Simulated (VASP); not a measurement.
# NaH (Fm-3m) in VASP: further runs, part 2 of 2

VASP 6.6.1. The steps go on from the part before.

**3. Single point, PBE**

INCAR reads:

```
SYSTEM = NaH
ALGO = Normal
EDIFF = 1E-7
ENCUT = 520
GGA = PE
ISIF = 2
ISMEAR = 0
LASPH = .TRUE.
LCHARG = .TRUE.
LELF = .TRUE.
LREAL = .FALSE.
LVHAR = .TRUE.
LWAVE = .FALSE.
NBANDS = 11
NELM = 60
PREC = Accurate
SIGMA = 0.01
```

KPOINTS reads:

```
k-points
0
G
  8 8 8
  0 0 0
```

POSCAR reads:

```
NaH
1.0
    0.0000000000      2.3975122885      2.3975122885
    2.3975122885      0.0000000000      2.3975122885
    2.3975122885      2.3975122885      0.0000000000
Na H
1 1
Direct
    0.0000000000      0.0000000000      0.0000000000
    0.5000000000      0.5000000000      0.5000000000
```

Potentials or basis: VASP PAW PBE potentials, release 64 (Na_pv, H).

Started as:

```bash
$ cat potpaw_PBE.64/Na_pv/POTCAR potpaw_PBE.64/H/POTCAR > POTCAR
$ mpirun -np 1 vasp_std > vasp.out
```

OUTCAR:

```text
SYSTEM = NaH
   EDIFF = 1E-7
   ENCUT = 520
   GGA = PE
   ISIF = 2
   ISMEAR = 0
   LASPH = .TRUE.
   LREAL = .FALSE.
   NELM = 60
   PREC = Accurate

 ion  position               nearest neighbor table
   1  0.000  0.000  0.000-
   2  0.500  0.500  0.500-

  LATTYP: Found a face centered cubic cell.
 ALAT       =     4.7950245770

  Lattice vectors:

 A1 = (   0.0000000000,   2.3975122885,   2.3975122885)
 A2 = (   2.3975122885,   0.0000000000,   2.3975122885)
 A3 = (   2.3975122885,   2.3975122885,   0.0000000000)

Analysis of symmetry for initial positions (statically):
=====================================================================
 Subroutine PRICEL returns:
 Original cell was already a primitive cell.

 Routine SETGRP: Setting up the symmetry group for a
 face centered cubic supercell.

 Subroutine GETGRP returns: Found 48 space group operations
 (whereof 48 operations were pure point group operations)
 out of a pool of 48 trial point group operations.

The static configuration has the point symmetry O_h .

Analysis of symmetry for dynamics (positions and initial velocities):
=====================================================================
 Subroutine PRICEL returns:
 Original cell was already a primitive cell.

 Routine SETGRP: Setting up the symmetry group for a
 face centered cubic supercell.

 Subroutine GETGRP returns: Found 48 space group operations
 (whereof 48 operations were pure point group operations)
 out of a pool of 48 trial point group operations.

The dynamic configuration has the point symmetry O_h .

 Subroutine INISYM returns: Found 48 space group operations
 (whereof 48 operations are pure point group operations),
 and found     1 'primitive' translations

----------------------------------------------------------------------------------------

                                     Primitive cell
[... 112 lines left out ...]
  volume/ion in A,a.u.               =      13.78        93.00
  Fermi-wavevector in a.u.,A,eV,Ry     =   1.083929  2.048328 15.985500  1.174901
  Thomas-Fermi vector in A             =   2.220006
   LORBIT       =      0    0 simple, 1 ext, 2 COOP (PROOUT), +10 PAW based schemes
   GGA     = PE    functional components
   LHFCALC =     F    Hartree Fock is set to
   AEXX    =    0.0000 exact exchange contribution
   IVDW    =     0    specifies the selected vdW correction
   LEPSILON=     F    determine dielectric tensor
   LRPA    =     F    only Hartree local field effects (RPA)
 non-spin polarized calculation
 Gauss-broadening in eV      SIGMA  =   0.01
  energy-cutoff  :      520.00
  volume of cell :       27.56
 maximum number of plane-waves:       754
 NGX is ok and might be reduce to    28
   NGX = 13   NGY = 13   NGZ = 13

 number of electron       7.9999992 magnetization

 Free energy of the ion-electron system (eV)
  ---------------------------------------------------
  ext. energy  EPLUGINS =         0.00000000
  ---------------------------------------------------
  free energy    TOTEN  =        -5.08635745 eV

  energy without entropy =       -5.08635745  energy(sigma->0) =       -5.08635745

 E-fermi :  -0.8893     XC(G=0):  -7.8486

 val. band max:       -1.0385832859   @ k =  -0.2500   0.5000   0.2500
 cond. band min:       2.7610019560   @ k =   0.5000   0.0000   0.0000
 fundamental gap:      3.7995852419
 Fermi energy:        -0.8893198177

 k-point     1 :       0.0000    0.0000    0.0000
  band No.  band energies     occupation
      1     -23.1000      2.00000
      2     -23.1000      2.00000
      3     -23.1000      2.00000
      4      -4.7222      2.00000
      5       9.5872      0.00000
      6      14.7385      0.00000
      7      14.7385      0.00000
      8      14.7385      0.00000
      9      15.6542      0.00000
     10      15.6542      0.00000
     11      15.6542      0.00000
[... 309 lines left out ...]
 k-point    24 :      -0.3750    0.2500    0.1250
  band No.  band energies     occupation
      1     -23.1858      2.00000
      2     -23.1372      2.00000
      3     -23.1203      2.00000
      4      -1.5280      2.00000
      5       3.5563      0.00000
      6       6.8721      0.00000
      7      10.1331      0.00000
      8      14.1099      0.00000
      9      15.3286      0.00000
     10      18.5983      0.00000
     11      20.7303      0.00000

 [... further k-points ...]
[... 5 lines left out ...]
  --------------------------------------------------------------------------------------
  -------------------------------------------------------------------------------------
  Total        0.0905623      0.0905623      0.0905623     -0.0000000      0.0000000      0.0000000
  in kB        5.2643563      5.2643563      5.2643563     -0.0000000      0.0000000      0.0000000
  external PRESSURE =       5.2643563 kB  Pullay stress =       0.0000000 kB

 VOLUME and BASIS-vectors are now :
 -----------------------------------------------------------------------------
  energy-cutoff  :      520.00
  volume of cell :       27.56
      direct lattice vectors                 reciprocal lattice vectors
     0.000000000  2.397512289  2.397512289    -0.208549505  0.208549505  0.208549505
     2.397512289  0.000000000  2.397512289     0.208549505 -0.208549505  0.208549505
     2.397512289  2.397512289  0.000000000     0.208549505  0.208549505 -0.208549505

 POSITION                                       TOTAL-FORCE (eV/Angst)
 -----------------------------------------------------------------------------------
      0.00000      0.00000      0.00000         0.000000      0.000000     -0.000000
      2.39751      2.39751      2.39751        -0.000000      0.000000      0.000000
 -----------------------------------------------------------------------------------
    total drift:                               -0.000000     -0.000000     -0.000000

  FREE ENERGIE OF THE ION-ELECTRON SYSTEM (eV)
  ---------------------------------------------------
  free  energy   TOTEN  =        -5.0863574500 eV

  energy  without entropy=       -5.0863574500  energy(sigma->0) =       -5.08635745
```

OSZICAR:

```text
N       E                     dE             d eps       ncg     rms          rms(c)
DAV:   1     0.361139635244E+02    0.36114E+02   -0.43883E+03   638   0.730E+02
DAV:   2    -0.429469334780E+01   -0.40409E+02   -0.39636E+02   656   0.193E+02
DAV:   3    -0.550753618851E+01   -0.12128E+01   -0.12114E+01   759   0.319E+01
DAV:   4    -0.551577852999E+01   -0.82423E-02   -0.82416E-02   756   0.273E+00
DAV:   5    -0.551585093304E+01   -0.72403E-04   -0.72402E-04   725   0.258E-01    0.321E+00
DAV:   6    -0.517562936547E+01    0.34022E+00   -0.32064E-01   723   0.281E+00    0.149E+00
DAV:   7    -0.508185656880E+01    0.93773E-01   -0.32022E-01   707   0.217E+00    0.349E-01
DAV:   8    -0.508641781686E+01   -0.45612E-02   -0.98481E-03   710   0.967E-01    0.677E-02
DAV:   9    -0.508637048423E+01    0.47333E-04   -0.11217E-03   760   0.360E-01    0.233E-02
DAV:  10    -0.508635476405E+01    0.15720E-04   -0.61078E-05   717   0.498E-02    0.422E-03
DAV:  11    -0.508635768707E+01   -0.29230E-05   -0.56774E-06   707   0.109E-02    0.316E-03
DAV:  12    -0.508635743879E+01    0.24828E-06   -0.23354E-07   730   0.313E-03    0.258E-04
DAV:  13    -0.508635744995E+01   -0.11165E-07   -0.60893E-09   403   0.577E-04
   1 F= -.50863574E+01 E0= -.50863574E+01  d E =-.115161-100
```

stdout:

```text
POSCAR found type information on POSCAR NaH
 POSCAR found :  2 types and       2 ions
 scaLAPACK will be used
 LDA part: xc-table for (Slater+PW92), standard interpolation
 POSCAR, INCAR and KPOINTS ok, starting setup
 FFT: planning ... GRIDC
 FFT: planning ... GRID_SOFT
 FFT: planning ... GRID
 WAVECAR not read
 entering main loop
```

It used 22 s of CPU time on 1 thread of Intel Xeon 8259CL, with other jobs on the host.

What came out:

* Free energy: -5.0864 eV
* Pressure: 0.5 GPa
* Band gap on the k mesh: 3.80 eV, indirect (least direct gap 4.67 eV)

Levels at points of the mesh, in eV from the valence-band top:
```
           k point  band 2  band 3  band 4  band 5  band 6  band 7
(0.00, 0.00, 0.00)  -22.06  -22.06   -3.68   10.63   15.78   15.78
(0.50, 0.00, 0.00)  -22.07  -22.07   -0.87    3.80   10.94   13.53
(0.50, 0.50, 0.00)  -22.10  -22.10   -0.18    4.68   10.12   10.82
```

A k mesh can miss the band edges. PBE gaps usually lie below the measured ones, often by a third to a half.

**4. Single point, HSE06**

POSCAR is that of step 3.

INCAR.step1 reads:

```
PREC = Accurate
ENCUT = 520
EDIFF = 1E-5
ISMEAR = 0
SIGMA = 0.01
LREAL = False
LASPH = True
NELM = 100
ALGO = Normal
ISIF = 2
LWAVE = True
LCHARG = False
NBANDS = 11
GGA = PE
```

INCAR.step2 reads:

```
PREC = Accurate
ENCUT = 520
EDIFF = 1E-6
ISMEAR = 0
SIGMA = 0.01
LREAL = False
LASPH = True
NELM = 100
ALGO = Normal
ISIF = 2
LWAVE = False
LCHARG = False
GGA = PE
LHFCALC = True
HFSCREEN = 0.2079
PRECFOCK = Normal
NBANDS = 11
ISTART = 1
```

KPOINTS reads:

```
regular mesh
0
Gamma
  4 4 4
```

Started as:

```bash
$ cat potpaw_PBE.64/Na_pv/POTCAR potpaw_PBE.64/H/POTCAR > POTCAR
$ cp INCAR.step1 INCAR
$ mpirun -np 1 vasp_std > vasp.out
$ cp INCAR.step2 INCAR
$ mpirun -np 1 vasp_std > vasp.out
```

Run time: 3.5 min. Hardware: 1 thread of Intel Xeon 8259CL, shared host; peak memory 0.25 GiB.

The run converged. Its results:

```
Free energy            : -5.7630 eV
Pressure               : 0.2 GPa
Band gap on the k mesh : 4.85 eV, indirect (least direct gap 5.81 eV)
```

Levels at points of the mesh, in eV from the valence-band top:
```csv
k point,band 1,band 2,band 3,band 4,band 5,band 6,band 7,band 8,band 9
"(0.00, 0.00, 0.00)",-24.35,-24.35,-24.35,-4.02,12.19,17.18,17.18,17.18,18.24
"(0.50, 0.00, 0.00)",-24.45,-24.36,-24.36,-0.97,4.85,12.33,14.94,14.94,18.09
"(0.50, 0.50, 0.00)",-24.43,-24.38,-24.38,-0.19,5.72,11.35,12.13,12.13,13.50
```

Caveat: the k points lie up to 0.57 Å⁻¹ apart; the PAW data sets were made with another functional, which shifts forces and pressure a little. A k mesh can miss the band edges.

**5. Overview**

```csv
level,k mesh,grid for exact exchange (PRECFOCK),screening parameter,gap on the mesh (eV),pressure (GPa)
r2SCAN,4 × 4 × 4,-,-,4.41,-0.3
PBE,8 × 8 × 8,-,-,3.80,0.5
HSE06,4 × 4 × 4,Normal,0.2079 1/Å,4.85,0.2
```

Alike in all rows: task single point; potentials or basis VASP PAW PBE potentials, release 64 (Na_pv, H); no spin polarisation; cell as given; cutoff (eV) 520; smearing gaussian 0.01 eV.

Caveats: some runs use coarse meshes; the PAW data sets were made with another functional, which shifts forces and pressure a little (some runs).

Absolute energies hang on the potentials; compare differences alone.
